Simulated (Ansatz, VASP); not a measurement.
## W in VASP and in Ansatz

File INCAR:

```
ALGO = Fast
EDIFF = 1E-6
ENCUT = 520
GGA = PS
ISIF = 2
ISMEAR = 0
LASPH = T
LCHARG = F
LREAL = F
LWAVE = F
NBANDS = 13
NELM = 60
PREC = Accurate
SIGMA = 0.15
```

File KPOINTS:

```
k-points
0
Gamma
  20 20 20
```

File POSCAR:

```
W
1.0
   -1.4695160000      1.4695160000      1.6611920000
    1.4695160000     -1.4695160000      1.6611920000
    1.4695160000      1.4695160000     -1.6611920000
W
1
Direct
    0.0000000000      0.0000000000      0.0000000000
```

Input for Ansatz:

```yaml
crystal:
  lattice:
    - [-1.469516, 1.469516, 1.661192]
    - [1.469516, -1.469516, 1.661192]
    - [1.469516, 1.469516, -1.661192]
  atoms:
    - { symbol: W, position: [0.0, 0.0, 0.0] }
basis:
  ecutwfc: 420
kpoints:
  mp_grid: { grid: [20, 20, 20] }
hamiltonian:
  xc: pbesol
scf:
  occupations: { method: gaussian, width: 0.15 }
output:
  forces: true
  stress: true
  eigenvalues: true
```

Change from the starting cell: strain -0.080 along x and y, +0.040 along z, atoms carried along.

Alike in both runs: task single point; functional PBEsol; k mesh 20 × 20 × 20; occupations gaussian, width 0.15 eV; no spin polarisation.

|  | VASP | Ansatz |
| --- | --- | --- |
| version | VASP 6.6.1 | Ansatz 0.2.0 |
| potentials or method | VASP PAW PBE potentials, release 64 (W_sv), cutoff 520 eV | scalar-relativistic, plane waves, PAW |
| valence electrons in the cell | 14 | 14 |

Ansatz gave:

- gap on the k mesh at the Fermi level (eV): none
- pressure (GPa): 37.2
- traceless stress, the component that is largest in VASP (GPa): -25.74

Question: What did VASP give for the same quantities?

Answer: gap on the k mesh at the Fermi level (eV): none; pressure (GPa): 38.5; traceless stress, the component that is largest in VASP (GPa): -25.73.

VASP's potentials were made for PBE, not for PBEsol. A gap of «none» marks a metal or a gap that the smearing closes. Both programs put the cell under a high pressure, so it lies far from rest at this level. With one functional, cell and mesh, what is left measures potentials, basis and numerics.

Spin-orbit coupling is off throughout.
